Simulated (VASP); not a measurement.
# ZnS in VASP: settings compared

Aim: see how the results for ZnS move with the level of theory and the settings. Levels: PBE, r2SCAN. Tasks: single point.

Program: VASP 6.6.1. These are calculated values, not measurements. Logs are shortened: lines on timing, memory, paths and dates and some standing lists are left out, and cuts for length are marked.

## Step 1: The cell of the first run

It takes space group P6_3mc (No. 186, hexagonal). Conventional cell: a = 3.694 Å, b = 3.694 Å, c = 6.061 Å, α = 90.00°, β = 90.00°, γ = 120.00°. Within 3.0 Å of Zn (site symmetry 3m) lie 4 S at 2.27 Å. Within 3.0 Å of S (site symmetry 3m) lie 4 Zn at 2.27 Å.

## Step 2: Single point, PBE (strain -2.9%)

INCAR reads:

```
ALGO     = Normal         # electronic algorithm
EDIFF    = 1E-7           # SCF threshold, eV
ENCUT    = 520            # plane-wave cutoff, eV
GGA      = PE             # functional
ISIF     = 2              # what is computed and relaxed
ISMEAR   = -1             # smearing method
LASPH    = T              # aspherical terms in the spheres
LCHARG   = F              # write CHGCAR
LREAL    = F              # projectors in reciprocal space
LWAVE    = F              # write WAVECAR
NBANDS   = 26             # bands
NELM     = 100            # most SCF steps
PREC     = Accurate       # precision mode
SIGMA    = 0.02           # smearing width, eV
```

KPOINTS reads:

```
k-points
0
Gamma
  12 12 4
```

POSCAR reads:

```
ZnS
1.0
    3.6939511412      0.0000000000      0.0000000000
   -1.8469755706      3.1990555286      0.0000000000
    0.0000000000      0.0000000000      6.0610441024
Zn S
2 2
Direct
    0.3333333333      0.6666666667      0.0006237403
    0.6666666667      0.3333333333      0.5006237403
    0.3333333333      0.6666666667      0.3743762597
    0.6666666667      0.3333333333      0.8743762597
```

Potentials or basis: VASP PAW PBE potentials, release 64 (Zn, S).

On the command line:

```console
> cat potpaw_PBE.64/Zn/POTCAR potpaw_PBE.64/S/POTCAR > POTCAR
> mpirun -np 1 vasp_std > vasp.out
```

OUTCAR:

```text
EDIFF = 1E-7
   ENCUT = 520
   GGA = PE
   ISIF = 2
   ISMEAR = -1
   LASPH = T
   LREAL = F
   NELM = 100
   PREC = Accurate

 ion  position               nearest neighbor table
   1  0.333  0.667  0.001-   3 2.27   4 2.27   4 2.27   4 2.27
   2  0.667  0.333  0.501-   4 2.27   3 2.27   3 2.27   3 2.27
   3  0.333  0.667  0.374-   1 2.27   2 2.27   2 2.27   2 2.27
   4  0.667  0.333  0.874-   2 2.27   1 2.27   1 2.27   1 2.27

  LATTYP: Found a hexagonal cell.
 ALAT       =     3.6939511412
 C/A-ratio  =     1.6408024553

  Lattice vectors:

 A1 = (   3.6939511412,   0.0000000000,   0.0000000000)
 A2 = (  -1.8469755706,   3.1990555286,   0.0000000000)
 A3 = (   0.0000000000,   0.0000000000,   6.0610441024)

Analysis of symmetry for initial positions (statically):
=====================================================================
 Subroutine PRICEL returns:
 Original cell was already a primitive cell.

 Routine SETGRP: Setting up the symmetry group for a
 hexagonal supercell.

 Subroutine GETGRP returns: Found 12 space group operations
 (whereof  6 operations were pure point group operations)
 out of a pool of 24 trial point group operations.

The static configuration has the point symmetry C_3v.
 The point group associated with its full space group is C_6v.

Analysis of symmetry for dynamics (positions and initial velocities):
=====================================================================
 Subroutine PRICEL returns:
 Original cell was already a primitive cell.

 Routine SETGRP: Setting up the symmetry group for a
 hexagonal supercell.

 Subroutine GETGRP returns: Found 12 space group operations
 (whereof  6 operations were pure point group operations)
 out of a pool of 24 trial point group operations.

The dynamic configuration has the point symmetry C_3v.
 The point group associated with its full space group is C_6v.

 Subroutine INISYM returns: Found 12 space group operations
 (whereof  6 operations are pure point group operations),
 and found     1 'primitive' translations

----------------------------------------------------------------------------------------

                                     Primitive cell

  volume of cell :      71.6243

  direct lattice vectors                    reciprocal lattice vectors
     3.693951141  0.000000000  0.000000000     0.270712839  0.156296130  0.000000000
    -1.846975571  3.199055529  0.000000000     0.000000000  0.312592261  0.000000000
     0.000000000  0.000000000  6.061044102     0.000000000  0.000000000  0.164988075

  length of vectors
     3.693951141  3.693951141  6.061044102     0.312592261  0.312592261  0.164988075

  position of ions in fractional coordinates (direct lattice)
     0.333333333  0.666666667  0.000623740
     0.666666667  0.333333333  0.500623740
     0.333333333  0.666666667  0.374376260
     0.666666667  0.333333333  0.874376260

  ion indices of the primitive-cell ions
   primitive index   ion index
                 1           1
                 2           2
                 3           3
                 4           4

----------------------------------------------------------------------------------------

 KPOINTS: k-points

Automatic generation of k-mesh.
 Grid dimensions read from file:
 generate k-points for:   12   12    4

 Generating k-lattice:

  Cartesian coordinates                     Fractional coordinates (reciprocal lattice)
     0.022559403  0.013024678  0.000000000     0.083333333  0.000000000  0.000000000
     0.000000000  0.026049355  0.000000000     0.000000000  0.083333333  0.000000000
     0.000000000  0.000000000  0.041247019     0.000000000  0.000000000  0.250000000

  Length of vectors
     0.026049355  0.026049355  0.041247019

  Shift w.r.t. Gamma in fractional coordinates (k-lattice)
     0.000000000  0.000000000  0.000000000

 Subroutine IBZKPT returns following result:
 ===========================================

 Found     57 irreducible k-points:

 Following reciprocal coordinates:
            Coordinates               Weight
  0.000000  0.000000  0.000000      1.000000
  0.083333  0.000000  0.000000      6.000000
  0.166667 -0.000000  0.000000      6.000000
  0.250000 -0.000000  0.000000      6.000000
  0.333333  0.000000  0.000000      6.000000
  0.416667  0.000000  0.000000      6.000000
[... 16 lines left out ...]
  0.250000 -0.000000  0.250000     12.000000
  0.333333  0.000000  0.250000     12.000000
 [... further k-points ...]
   k-points           NKPTS =     57   k-points in BZ     NKDIM =     57   number of bands    NBANDS=     26
   number of dos      NEDOS =    301   number of ions     NIONS =      4
   total plane-waves  NPLWV =  37632
   dimension x,y,z NGX =    28 NGY =   28 NGZ =   48
   dimension x,y,z NGXF=    56 NGYF=   56 NGZF=   96
   ions per type =               2   2
   NGX,Y,Z   is equivalent  to a cutoff of  12.60, 12.60, 13.17 a.u.
   NGXF,Y,Z  is equivalent  to a cutoff of  25.20, 25.20, 26.33 a.u.
 SYSTEM =  unknown system
   PREC   = accura    normal or accurate (medium, high low for compatibility)
   ISTART =      0    job   : 0-new  1-cont  2-samecut
   ICHARG =      2    charge: 1-file 2-atom 10-const
   ISPIN  =      1    spin polarized calculation?
   LNONCOLLINEAR =      F non collinear calculations
   LSORBIT =      F    spin-orbit coupling
   LASPH  =      T    aspherical Exc in radial PAW
   ENCUT  =  520.0 eV  38.22 Ry    6.18 a.u.   6.87  6.87 11.27*2*pi/ulx,y,z
   NELM   =    100;   NELMIN=  2; NELMDL= -5     # of ELM steps
   EDIFF  = 0.1E-06   stopping-criterion for ELM
   LREAL  =      F    real-space projection
   EDIFFG = 0.1E-05   stopping-criterion for IOM
   NSW    =      0    number of steps for IOM
   IBRION =     -1    ionic relax: 0-MD 1-quasi-New 2-CG
   NFREE  =      0    steps in history (QN), initial steepest desc. (CG)
   ISIF   =      2    stress and relaxation
   ISYM   =      2    0-nonsym 1-usesym 2-fastsym
   POTIM  = 0.5000    time-step for ionic-motion
   TEBEG  =    0.0;   TEEND  =   0.0 temperature during run
   PSTRESS=    0.0 pullay stress
   NELECT =      36.0000    total number of electrons
   NUPDOWN=      -1.0000    fix difference up-down
   EMIN   =  10.00;   EMAX   =-10.00  energy-range for DOS
   EFERMI =   0.00;   METHOD = LEGACY
   ISMEAR =    -1;   SIGMA  =   0.02  broadening in eV -4-tet -1-fermi 0-gaus
   EFERMI_NEDOS =   21; number of points for ismear=-14 and -15
   IALGO  =     38    algorithm
   IMIX   =      4    mixing-type and parameters
     AMIX     =   0.40;   BMIX     =  1.00
     AMIX_MAG =   1.60;   BMIX_MAG =  1.00
  volume/ion in A,a.u.               =      17.91       120.84
  Fermi-wavevector in a.u.,A,eV,Ry     =   1.301634  2.459732 23.051684  1.694251
  Thomas-Fermi vector in A             =   2.432755
   LORBIT       =      0    0 simple, 1 ext, 2 COOP (PROOUT), +10 PAW based schemes
   GGA     = PE    functional components
   LHFCALC =     F    Hartree Fock is set to
   AEXX    =    0.0000 exact exchange contribution
   IVDW    =     0    specifies the selected vdW correction
   LEPSILON=     F    determine dielectric tensor
   LRPA    =     F    only Hartree local field effects (RPA)
 non-spin polarized calculation
  energy-cutoff  :      520.00
  volume of cell :       71.62
 maximum number of plane-waves:      1953
 NGX is ok and might be reduce to    28
   NGX = 13   NGY = 13   NGZ = 23

 number of electron      36.0000016 magnetization

 Free energy of the ion-electron system (eV)
  ---------------------------------------------------
  ext. energy  EPLUGINS =         0.00000000
  ---------------------------------------------------
  free energy    TOTEN  =       -13.40609300 eV

  energy without entropy =      -13.40609300  energy(sigma->0) =      -13.40609300

 E-fermi :   3.5055     XC(G=0): -10.0881

 val. band max:        3.0856336797   @ k =   0.0000   0.0000   0.0000
 cond. band min:       5.7188416167   @ k =   0.0000   0.0000   0.0000
 fundamental gap:      2.6332079371
 Fermi energy:         3.5054868355

 k-point     1 :       0.0000    0.0000    0.0000
  band No.  band energies     occupation
      1     -10.8105      2.00000
      2      -9.6894      2.00000
      3      -3.7043      2.00000
      4      -3.6808      2.00000
      5      -3.6808      2.00000
      6      -3.5819      2.00000
[... 18 lines left out ...]
     25      10.8082      0.00000
     26      12.8082      0.00000

 k-point     2 :       0.0833    0.0000    0.0000
  band No.  band energies     occupation
      1     -10.7553      2.00000
      2      -9.6576      2.00000
      3      -3.6981      2.00000
      4      -3.6828      2.00000
      5      -3.6694      2.00000
      6      -3.5784      2.00000
[... 18 lines left out ...]
     25      11.0489      0.00000
     26      12.3009      0.00000

 k-point     3 :       0.1667   -0.0000    0.0000
  band No.  band energies     occupation
      1     -10.5964      2.00000
      2      -9.5712      2.00000
      3      -3.7114      2.00000
      4      -3.6596      2.00000
      5      -3.6401      2.00000
      6      -3.5613      2.00000
[... 18 lines left out ...]
     25      11.4130      0.00000
     26      11.7095      0.00000

 k-point     4 :       0.2500   -0.0000    0.0000
  band No.  band energies     occupation
      1     -10.3560      2.00000
      2      -9.4572      2.00000
      3      -3.7301      2.00000
      4      -3.6311      2.00000
      5      -3.6054      2.00000
      6      -3.5117      2.00000
[... 18 lines left out ...]
     25      11.8039      0.00000
     26      12.1614      0.00000

 k-point     5 :       0.3333    0.0000    0.0000
  band No.  band energies     occupation
      1     -10.0753      2.00000
      2      -9.3579      2.00000
      3      -3.7321      2.00000
      4      -3.6044      2.00000
      5      -3.5785      2.00000
      6      -3.4217      2.00000
[... 18 lines left out ...]
     25      11.9541      0.00000
     26      13.2134      0.00000

 k-point     6 :       0.4167    0.0000    0.0000
  band No.  band energies     occupation
      1      -9.8221      2.00000
      2      -9.3139      2.00000
      3      -3.7180      2.00000
      4      -3.5642      2.00000
      5      -3.5501      2.00000
      6      -3.3417      2.00000
[... 427 lines left out ...]
 k-point    21 :       0.0833    0.0000    0.2500
  band No.  band energies     occupation
      1     -10.6185      2.00000
      2      -9.8480      2.00000
      3      -3.7243      2.00000
      4      -3.6655      2.00000
      5      -3.6590      2.00000
      6      -3.6073      2.00000
[... 18 lines left out ...]
     25      10.6555      0.00000
     26      11.9067      0.00000

 k-point    22 :       0.1667   -0.0000    0.2500
  band No.  band energies     occupation
      1     -10.4662      2.00000
      2      -9.7452      2.00000
      3      -3.7374      2.00000
      4      -3.6561      2.00000
      5      -3.6266      2.00000
      6      -3.5954      2.00000
[... 18 lines left out ...]
     25      11.2918      0.00000
     26      11.7545      0.00000

 k-point    23 :       0.2500   -0.0000    0.2500
  band No.  band energies     occupation
      1     -10.2378      2.00000
      2      -9.6038      2.00000
      3      -3.7545      2.00000
      4      -3.6566      2.00000
      5      -3.5864      2.00000
      6      -3.5359      2.00000
[... 18 lines left out ...]
     25      11.8315      0.00000
     26      12.1837      0.00000

 k-point    24 :       0.3333    0.0000    0.2500
  band No.  band energies     occupation
      1      -9.9755      2.00000
      2      -9.4675      2.00000
      3      -3.7591      2.00000
      4      -3.6521      2.00000
      5      -3.5526      2.00000
      6      -3.4409      2.00000
[... 18 lines left out ...]
     25      12.2847      0.00000
     26      13.1356      0.00000

 [... further k-points ...]

------------------------ aborting loop because EDIFF is reached ----------------------------------------

  FORCE on cell =-STRESS in cart. coord.  units (eV):
  Direction    XX          YY          ZZ          XY          YZ          ZX
  --------------------------------------------------------------------------------------
  -------------------------------------------------------------------------------------
  Total        4.8614785      4.8614785      5.0590552      0.0000000      0.0000000      0.0000000
  in kB      108.7473256    108.7473256    113.1669559      0.0000000      0.0000000      0.0000000
  external PRESSURE =     110.2205357 kB  Pullay stress =       0.0000000 kB

 VOLUME and BASIS-vectors are now :
 -----------------------------------------------------------------------------
  energy-cutoff  :      520.00
  volume of cell :       71.62
      direct lattice vectors                 reciprocal lattice vectors
     3.693951141  0.000000000  0.000000000     0.270712839  0.156296130  0.000000000
    -1.846975571  3.199055529  0.000000000     0.000000000  0.312592261  0.000000000
     0.000000000  0.000000000  6.061044102     0.000000000  0.000000000  0.164988075

 POSITION                                       TOTAL-FORCE (eV/Angst)
 -----------------------------------------------------------------------------------
     -0.00000      2.13270      0.00378        -0.000000      0.000000     -0.000471
      1.84698      1.06635      3.03430         0.000000      0.000000     -0.000471
     -0.00000      2.13270      2.26911        -0.000000     -0.000000      0.000471
      1.84698      1.06635      5.29963         0.000000     -0.000000      0.000471
 -----------------------------------------------------------------------------------
    total drift:                               -0.000001     -0.000001     -0.000228

  FREE ENERGIE OF THE ION-ELECTRON SYSTEM (eV)
  ---------------------------------------------------
  free  energy   TOTEN  =       -13.4060930030 eV

  energy  without entropy=      -13.4060930030  energy(sigma->0) =      -13.40609300
```

It took 68 s on 1 thread of Intel Xeon Platinum 8488C (Sapphire Rapids), shared host; peak memory 0.23 GiB.

Results:

```
Free energy            : -13.4061 eV
Pressure               : 11.0 GPa
Band gap on the k mesh : 2.63 eV, direct
```

Caveat: the cell differs from its parent crystal (strain -2.9%). A k mesh can miss the band edges.

(Continued in part 2 of 2.)
